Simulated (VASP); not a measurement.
Runs of VASP 6.6.1 on La. The structure is that of space group Im-3m (No. 229), or close to it. The cells are those of the table. This isn't the form of La at room conditions, which is double hcp.

| task | cell | gap on the mesh (eV) | pressure (GPa) |
| --- | --- | --- | --- |
| single point | a = 3.380 Å, angles 109.5°, 1 atom | none | (a) |
| single point | a = 3.263 Å, angles 109.5°, 1 atom | none | 10.1 |
| relaxation of cell and atoms | relaxed from a = 3.646 Å, angles 109.5°, 1 atom | none | 0.0 |
| single point | a = 3.597 Å, angles 109.5°, 1 atom | none | 0.0 |
| relaxation of cell and atoms | relaxed to 10 GPa from a = 3.646 Å, angles 109.5°, 1 atom | none | 9.8 |
| relaxation of cell and atoms | relaxed to 5 GPa from a = 3.646 Å, angles 109.5°, 1 atom | none | 4.9 |
| relaxation of cell and atoms | relaxed to 20 GPa from a = 3.646 Å, angles 109.5°, 1 atom | none | 19.9 |

Alike in all rows: level PBEsol; potentials or basis VASP PAW PBE potentials, release 64 (La); no spin polarisation; k mesh 6 × 6 × 6; cutoff (eV) 500; smearing methfessel-paxton 0.1 eV.

Task: Fill in the values left out.

Result: (a) 5.4.

Caveats: some runs use coarse meshes; the PAW data sets were made with another functional, which shifts forces and pressure a little; spin-orbit coupling is left out, which moves the levels of the heavy elements; the cell is relaxed towards a set pressure, so the run minimises the enthalpy, not the energy (at least some runs).

A k mesh can miss the band edges, and the runs leave out spin-orbit coupling on La.

A gap of «none» marks levels without a gap at the run's occupations.
